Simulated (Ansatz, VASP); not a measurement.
# HgTe: VASP beside Ansatz

```
Hg Te
1.0
     0.00000    2.93121    2.93121
     2.93121    0.00000    2.93121
     2.93121    2.93121    0.00000
Hg Te
1 1
Direct
  0.00000 0.00000 0.00000
  0.50000 0.50000 0.50000
```

Change from the starting cell: volume scaled by 1.01.

Alike in both runs: task single point; functional LDA; k mesh 10 × 10 × 10; occupations fermi-dirac, width 0.08 eV; no spin polarisation.

```csv
,VASP,Ansatz
version,VASP 6.6.1,Ansatz 0.2.0
potentials or method,"VASP PAW LDA potentials, release 64 (Hg, Te), cutoff 500 eV","all-electron LAPW, scalar-relativistic"
```

```csv
,VASP,Ansatz,Ansatz less VASP
pressure (GPa),3.5,3.0,-0.52
```

LDA's correlation is that of Perdew and Zunger in VASP and of Perdew and Wang (1992) in Ansatz. Ansatz ran all-electron here, and VASP with PAW potentials.

Neither program's run includes spin-orbit coupling.
